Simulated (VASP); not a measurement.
## CdSe: single point with PBE

Crystal: CdSe.

```
CELL_PARAMETERS angstrom
3.55521 0.00000 0.00000
0.00000 3.55521 0.00000
0.00000 0.00000 3.55521
ATOMIC_POSITIONS crystal
Cd 0.00000 0.00000 0.00000
Se 0.50000 0.50000 0.50000
```

* Program: VASP 6.6.1
* Task: single point
* Functional: PBE
* Potentials or basis: VASP PAW PBE potentials, release 64 (Cd, Se)
* Cutoff: 520 eV
* k mesh: 6 × 6 × 6
* Occupations: gaussian, width 0.1 eV
* Spin: no spin polarisation

The pressure is 0.3 GPa and the band gap on the k mesh is zero (band 9 reaches 3.36 eV, above the bottom of band 10 at 2.11 eV).

Levels at points of the mesh, in eV from the Fermi level:
```
           k point  band 5  band 6  band 7  band 8  band 9  band 10  band 11  band 12  band 13  band 14
(0.00, 0.00, 0.00)   -8.35   -8.35   -1.64   -1.21   -1.21    -1.21     6.08     6.08    10.54    10.54
(0.50, 0.00, 0.00)   -8.56   -8.34   -5.98    0.00    0.00     2.68     3.87     6.56     6.56     7.00
(0.50, 0.50, 0.00)   -8.20   -8.14   -4.40   -4.40   -1.49     0.14     7.09     7.09     8.07     9.96
(0.50, 0.50, 0.50)   -8.19   -8.19   -2.23   -2.23   -2.23     1.43     1.43     1.43     1.60    16.74
```

It took 8.6 s on 1 thread of Intel(R) Xeon(R) Platinum 8488C (Sapphire Rapids) (shared host), peak memory 0.16 GiB.
